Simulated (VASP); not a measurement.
# BN (Fmm2) in VASP: further runs

Runs on BN. Level: LDA. Tasks: single point.

Program: VASP 6.6.1. These are calculated values, not measurements. Logs are shortened: lines on timing, memory, paths and dates and some standing lists are left out, and cuts for length are marked.

### Step 1. The cell of the first run

It takes space group Fmm2 (No. 42, orthorhombic). The conventional cell has a = 2.503 Å, b = 6.991 Å, c = 4.332 Å, α = 90.00°, β = 90.00°, γ = 90.00°. B (site symmetry mm2) has 3 N at 1.44 Å within 1.9 Å. N (site symmetry mm2) has 3 B at 1.44 Å within 1.9 Å.

### Step 2. Single point, LDA

File INCAR:

```
PREC     = Accurate       # precision mode
ENCUT    = 600            # plane-wave cutoff, eV
EDIFF    = 1E-6           # SCF threshold, eV
ISMEAR   = -1             # smearing method
SIGMA    = 0.01           # smearing width, eV
LREAL    = False          # projectors in reciprocal space
LASPH    = True           # aspherical terms in the spheres
NELM     = 120            # most SCF steps
ALGO     = Normal         # electronic algorithm
ISIF     = 2              # what is computed and relaxed
LWAVE    = False          # write WAVECAR
LCHARG   = False          # write CHGCAR
NBANDS   = 11             # bands
GGA_COMPAT= False
```

File KPOINTS:

```
regular mesh
0
Gamma
  4 4 4
```

File POSCAR:

```
BN
1.0
    0.0000000000      3.4953158300      2.1660912400
    1.2516321000      0.0000000000      2.1660912400
    1.2516321000      3.4953158300      0.0000000000
B N
1 1
Direct
    0.0000486500      0.0000486500      0.9999513500
    0.6666666667      0.6666666667      0.3333333333
```

Potentials or basis: VASP PAW LDA potentials, release 64 (B, N).

On the command line:

```console
cat potpaw_LDA.64/B/POTCAR potpaw_LDA.64/N/POTCAR > POTCAR
mpirun -np 1 vasp_std > vasp.out
```

OUTCAR:

```text
PREC = Accurate
   ENCUT = 600
   EDIFF = 1E-6
   ISMEAR = -1
   LREAL = False
   LASPH = True
   NELM = 120
   ISIF = 2

 ion  position               nearest neighbor table
   1  0.000  0.000  1.000-   2 1.44   2 1.44   2 1.44
   2  0.667  0.667  0.333-   1 1.44   1 1.44   1 1.44

  LATTYP: Found a face centered orthorhombic cell.
 ALAT       =     2.5032642000
 B/A-ratio  =     1.7306133647
 C/A-ratio  =     2.7926064137

  Lattice vectors:

 A1 = (   0.0000000000,   3.4953158300,   2.1660912400)
 A2 = (  -1.2516321000,   3.4953158300,   0.0000000000)
 A3 = (  -1.2516321000,   0.0000000000,   2.1660912400)

Analysis of symmetry for initial positions (statically):
=====================================================================
 Subroutine PRICEL returns:
 Original cell was already a primitive cell.

 Routine SETGRP: Setting up the symmetry group for a
 face centered orthorhombic supercell.

 Subroutine GETGRP returns: Found  4 space group operations
 (whereof  4 operations were pure point group operations)
 out of a pool of  8 trial point group operations.

The static configuration has the point symmetry C_2v.

Analysis of symmetry for dynamics (positions and initial velocities):
=====================================================================
 Subroutine PRICEL returns:
 Original cell was already a primitive cell.

 Routine SETGRP: Setting up the symmetry group for a
 face centered orthorhombic supercell.

 Subroutine GETGRP returns: Found  4 space group operations
 (whereof  4 operations were pure point group operations)
 out of a pool of  8 trial point group operations.

The dynamic configuration has the point symmetry C_2v.

 Subroutine INISYM returns: Found  4 space group operations
 (whereof  4 operations are pure point group operations),
 and found     1 'primitive' translations

----------------------------------------------------------------------------------------

                                     Primitive cell

  volume of cell :      18.9526

  direct lattice vectors                    reciprocal lattice vectors
     0.000000000  3.495315830  2.166091240    -0.399478409  0.143048590  0.230830535
     1.251632100  0.000000000  2.166091240     0.399478409 -0.143048590  0.230830535
     1.251632100  3.495315830  0.000000000     0.399478409  0.143048590 -0.230830535

  length of vectors
     4.112077822  2.501706252  3.712656147     0.483041027  0.483041027  0.483041027

  position of ions in fractional coordinates (direct lattice)
     0.000048650  0.000048650  0.999951350
     0.666666667  0.666666667  0.333333333

  ion indices of the primitive-cell ions
   primitive index   ion index
                 1           1
                 2           2

----------------------------------------------------------------------------------------

 KPOINTS: regular mesh

Automatic generation of k-mesh.
 Grid dimensions read from file:
 generate k-points for:    4    4    4

 Generating k-lattice:

  Cartesian coordinates                     Fractional coordinates (reciprocal lattice)
    -0.099869602  0.035762147  0.057707634     0.250000000  0.000000000  0.000000000
     0.099869602 -0.035762147  0.057707634     0.000000000  0.250000000 -0.000000000
     0.099869602  0.035762147 -0.057707634     0.000000000 -0.000000000  0.250000000

  Length of vectors
     0.120760257  0.120760257  0.120760257

  Shift w.r.t. Gamma in fractional coordinates (k-lattice)
     0.000000000  0.000000000  0.000000000

 Subroutine IBZKPT returns following result:
 ===========================================

 Found     18 irreducible k-points:

 Following reciprocal coordinates:
            Coordinates               Weight
  0.000000  0.000000  0.000000      1.000000
  0.250000  0.000000 -0.000000      8.000000
  0.500000  0.000000 -0.000000      4.000000
  0.250000  0.250000  0.000000      2.000000
  0.500000  0.250000 -0.000000      8.000000
 -0.250000  0.250000  0.000000      4.000000
[... 10 lines left out ...]
 -0.250000  0.250000  0.500000      2.000000
  0.000000  0.500000  0.500000      1.000000
   k-points           NKPTS =     18   k-points in BZ     NKDIM =     18   number of bands    NBANDS=     11
   number of dos      NEDOS =    301   number of ions     NIONS =      2
   total plane-waves  NPLWV =  21600
   dimension x,y,z NGX =    36 NGY =   20 NGZ =   30
   dimension x,y,z NGXF=    72 NGYF=   40 NGZF=   60
   ions per type =               1   1
   NGX,Y,Z   is equivalent  to a cutoff of  14.55, 13.29, 13.43 a.u.
   NGXF,Y,Z  is equivalent  to a cutoff of  29.11, 26.58, 26.87 a.u.
 SYSTEM =  unknown system
   PREC   = accura    normal or accurate (medium, high low for compatibility)
   ISTART =      0    job   : 0-new  1-cont  2-samecut
   ICHARG =      2    charge: 1-file 2-atom 10-const
   ISPIN  =      1    spin polarized calculation?
   LNONCOLLINEAR =      F non collinear calculations
   LSORBIT =      F    spin-orbit coupling
   LASPH  =      T    aspherical Exc in radial PAW
   ENCUT  =  600.0 eV  44.10 Ry    6.64 a.u.   8.21  5.00  7.42*2*pi/ulx,y,z
   NELM   =    120;   NELMIN=  2; NELMDL= -5     # of ELM steps
   EDIFF  = 0.1E-05   stopping-criterion for ELM
   LREAL  =      F    real-space projection
   EDIFFG = 0.1E-04   stopping-criterion for IOM
   NSW    =      0    number of steps for IOM
   IBRION =     -1    ionic relax: 0-MD 1-quasi-New 2-CG
   NFREE  =      0    steps in history (QN), initial steepest desc. (CG)
   ISIF   =      2    stress and relaxation
   ISYM   =      2    0-nonsym 1-usesym 2-fastsym
   POTIM  = 0.5000    time-step for ionic-motion
   TEBEG  =    0.0;   TEEND  =   0.0 temperature during run
   PSTRESS=    0.0 pullay stress
   NELECT =       8.0000    total number of electrons
   NUPDOWN=      -1.0000    fix difference up-down
   EMIN   =  10.00;   EMAX   =-10.00  energy-range for DOS
   EFERMI =   0.00;   METHOD = LEGACY
   ISMEAR =    -1;   SIGMA  =   0.01  broadening in eV -4-tet -1-fermi 0-gaus
   EFERMI_NEDOS =   21; number of points for ismear=-14 and -15
   IALGO  =     38    algorithm
   IMIX   =      4    mixing-type and parameters
     AMIX     =   0.40;   BMIX     =  1.00
     AMIX_MAG =   1.60;   BMIX_MAG =  1.00
  volume/ion in A,a.u.               =       9.48        63.95
  Fermi-wavevector in a.u.,A,eV,Ry     =   1.228047  2.320672 20.518928  1.508099
  Thomas-Fermi vector in A             =   2.362987
   LORBIT       =      0    0 simple, 1 ext, 2 COOP (PROOUT), +10 PAW based schemes
   GGA     = CA    functional components
   LHFCALC =     F    Hartree Fock is set to
   AEXX    =    0.0000 exact exchange contribution
   IVDW    =     0    specifies the selected vdW correction
   LEPSILON=     F    determine dielectric tensor
   LRPA    =     F    only Hartree local field effects (RPA)
 non-spin polarized calculation
  energy-cutoff  :      600.00
  volume of cell :       18.95
 maximum number of plane-waves:       644
 NGX is ok and might be reduce to    36
   NGX = 17   NGY =  9   NGZ = 15

 number of electron       8.0000000 magnetization

 Free energy of the ion-electron system (eV)
  ---------------------------------------------------
  ext. energy  EPLUGINS =         0.00000000
  ---------------------------------------------------
  free energy    TOTEN  =       -19.26625408 eV

  energy without entropy =      -19.26625408  energy(sigma->0) =      -19.26625408

 E-fermi :   1.5273     XC(G=0): -10.2059

 val. band max:        1.3245496997   @ k =   0.5000   0.5000   0.0000
 cond. band min:       5.4887426109   @ k =   0.0000   0.5000   0.5000
 fundamental gap:      4.1641929112
 Fermi energy:         1.5273115653

 k-point     1 :       0.0000    0.0000    0.0000
  band No.  band energies     occupation
      1     -15.8121      2.00000
      2      -2.6687      2.00000
      3       0.4138      2.00000
      4       0.4228      2.00000
      5       6.3550      0.00000
      6      13.2393      0.00000
      7      13.2984      0.00000
      8      14.6449      0.00000
      9      16.3393      0.00000
     10      27.1632      0.00000
     11      28.1314      0.00000

 k-point     2 :       0.2500    0.0000   -0.0000
  band No.  band energies     occupation
      1     -14.6138      2.00000
      2      -3.2977      2.00000
      3      -1.4622      2.00000
      4      -1.2066      2.00000
      5       8.6149      0.00000
      6      11.1947      0.00000
      7      12.9163      0.00000
      8      17.7080      0.00000
      9      19.0779      0.00000
     10      21.7002      0.00000
     11      26.6944      0.00000

 k-point     3 :       0.5000    0.0000   -0.0000
  band No.  band energies     occupation
      1     -12.5899      2.00000
      2      -7.1064      2.00000
      3      -2.3884      2.00000
      4       0.8117      2.00000
      5       6.3033      0.00000
      6      11.6409      0.00000
      7      14.7770      0.00000
      8      17.0695      0.00000
      9      21.2835      0.00000
     10      23.3732      0.00000
     11      24.8183      0.00000

 k-point     4 :       0.2500    0.2500    0.0000
  band No.  band energies     occupation
      1     -14.6381      2.00000
      2      -3.3504      2.00000
      3      -1.1997      2.00000
      4      -1.1908      2.00000
      5       8.2209      0.00000
      6      11.4842      0.00000
      7      12.9179      0.00000
      8      17.7668      0.00000
      9      18.4548      0.00000
     10      23.7405      0.00000
     11      25.4081      0.00000
[... 155 lines left out ...]
 k-point    16 :       0.5000    0.0000    0.5000
  band No.  band energies     occupation
      1     -15.6013      2.00000
      2      -4.3847      2.00000
      3       0.3987      2.00000
      4       0.4217      2.00000
      5      11.0986      0.00000
      6      13.1908      0.00000
      7      13.2664      0.00000
      8      13.8206      0.00000
      9      17.2285      0.00000
     10      21.9725      0.00000
     11      26.9847      0.00000

 k-point    17 :      -0.2500    0.2500    0.5000
  band No.  band energies     occupation
      1     -14.4581      2.00000
      2      -3.2425      2.00000
      3      -2.7410      2.00000
      4      -1.2347      2.00000
      5       9.8298      0.00000
      6      12.2964      0.00000
      7      15.4141      0.00000
      8      16.9504      0.00000
      9      17.6483      0.00000
     10      23.3388      0.00000
     11      23.9420      0.00000

 k-point    18 :       0.0000    0.5000    0.5000
  band No.  band energies     occupation
      1     -12.5280      2.00000
      2      -7.0047      2.00000
      3      -2.4218      2.00000
      4       0.3487      2.00000
      5       5.4887      0.00000
      6      11.7302      0.00000
      7      15.9297      0.00000
      8      20.0959      0.00000
      9      20.7956      0.00000
     10      23.2453      0.00000
     11      25.8674      0.00000

------------------------ aborting loop because EDIFF is reached ----------------------------------------

  FORCE on cell =-STRESS in cart. coord.  units (eV):
  Direction    XX          YY          ZZ          XY          YZ          ZX
  --------------------------------------------------------------------------------------
  -------------------------------------------------------------------------------------
  Total       -0.6493853     -0.1627015     -0.6352972      0.0000000      0.0000000      0.0000000
  in kB      -54.8963116    -13.7541045    -53.7053646      0.0000000      0.0000000      0.0000000
  external PRESSURE =     -40.7852602 kB  Pullay stress =       0.0000000 kB

 VOLUME and BASIS-vectors are now :
 -----------------------------------------------------------------------------
  energy-cutoff  :      600.00
  volume of cell :       18.95
      direct lattice vectors                 reciprocal lattice vectors
     0.000000000  3.495315830  2.166091240    -0.399478409  0.143048590  0.230830535
     1.251632100  0.000000000  2.166091240     0.399478409 -0.143048590  0.230830535
     1.251632100  3.495315830  0.000000000     0.399478409  0.143048590 -0.230830535

 POSITION                                       TOTAL-FORCE (eV/Angst)
 -----------------------------------------------------------------------------------
      1.25163      3.49532      0.00021         0.000000      0.000000      0.015536
      1.25163      3.49532      2.88812         0.000000      0.000000     -0.015536
 -----------------------------------------------------------------------------------
    total drift:                                0.000002     -0.000002     -0.000039

  FREE ENERGIE OF THE ION-ELECTRON SYSTEM (eV)
  ---------------------------------------------------
  free  energy   TOTEN  =       -19.2662540757 eV

  energy  without entropy=      -19.2662540757  energy(sigma->0) =      -19.26625408
```

It took 9.6 s on 1 thread of Intel Xeon 8259CL, shared host; peak memory 0.13 GiB.

What came out:

```yaml
Free_energy: -19.2663 eV
Pressure: -4.1 GPa
Largest_force: 0.016 eV/Å
Band_gap_on_the_k_mesh: 4.16 eV (least direct gap 5.14 eV)
```

Forces on the atoms (eV/Å):
```
B    0.000  0.000  0.016
N    0.000  0.000 -0.016
```

Caveat: the k points lie up to 0.76 Å⁻¹ apart. A k mesh can miss the band edges.

### Step 3. Single point, LDA

File INCAR:

```
  PREC = Accurate
  ENCUT = 600
  EDIFF = 1E-6
  ISMEAR = -1
  SIGMA = 0.01
  LREAL = False
  LASPH = True
  NELM = 120
  ALGO = Normal
  ISIF = 2
  LWAVE = False
  LCHARG = True
  LELF = True
  LVHAR = True
  NBANDS = 11
  GGA_COMPAT = False
```

File KPOINTS:

```
Automatic mesh
0
Gamma
  6 6 6
```

POSCAR is that of step 2.

Potentials or basis: VASP PAW LDA potentials, release 64 (B, N).

On the command line:

```console
cat potpaw_LDA.64/B/POTCAR potpaw_LDA.64/N/POTCAR > POTCAR
mpirun -np 1 vasp_std > vasp.out
```

Run time: 22 s. Hardware: 1 thread of Intel Xeon 8259CL, shared host; peak memory 0.14 GiB.

Results (log left out):

| Item | Value |
| --- | --- |
| Free energy | -19.2814 eV |
| Pressure | -4.0 GPa |
| Largest force | 0.013 eV/Å |
| Band gap on the k mesh | 3.64 eV (least direct gap 4.41 eV) |

Forces in eV/Å, atoms in the order of the input:
```
B    0.000  0.000  0.013
N    0.000  0.000 -0.013
```

Stress tensor (GPa, compression positive):
```
-5.31  0.00  0.00
 0.00 -1.33  0.00
 0.00  0.00 -5.26
```

Levels at points of the mesh, in eV from the valence-band top:
| k point | band 2 | band 3 | band 4 | band 5 | band 6 | band 7 |
| --- | --- | --- | --- | --- | --- | --- |
| (0.00, 0.00, 0.00) | -4.51 | -1.44 | -1.43 | 4.51 | 11.39 | 11.45 |
| (0.50, 0.00, 0.00) | -8.96 | -4.24 | -1.03 | 4.45 | 9.79 | 12.93 |
| (0.50, 0.50, 0.00) | -9.05 | -4.23 | -0.52 | 5.65 | 9.33 | 11.80 |
| (0.50, 0.00, 0.50) | -6.23 | -1.45 | -1.43 | 9.25 | 11.34 | 11.41 |
| (0.00, 0.50, 0.50) | -8.86 | -4.27 | -1.50 | 3.64 | 9.88 | 14.08 |

Caveat: the k points lie up to 0.51 Å⁻¹ apart.

(Continued in part 2 of 2.)
